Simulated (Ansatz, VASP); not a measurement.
## Two plane-wave programs on Ga

```
Ga
1.0
     2.93990    0.00000    0.00000
     0.00000    2.93990    0.00000
     0.00000    0.00000    2.93990
Ga
1
Direct
  0.00000 0.00000 0.00000
```

Alike in both runs: task single point; functional BLYP; k mesh 13 × 13 × 13; occupations fermi-dirac, width 0.1 eV; no spin polarisation.

|  | VASP | Ansatz |
| --- | --- | --- |
| version | VASP 6.6.1 | Ansatz 0.2.0 |
| potentials or method | VASP PAW PBE potentials, release 64 (Ga_d), cutoff 520 eV | plane waves (420 eV) with PAW, scalar-relativistic |
| valence electrons in the cell | 13 | 13 |

```tsv
	VASP	Ansatz	Ansatz less VASP
pressure (GPa)	-2.5	-2.4	+0.03
```

VASP's potentials were made for PBE, not for BLYP. The functional is the same, so the differences come from potentials, cutoffs and numerics.
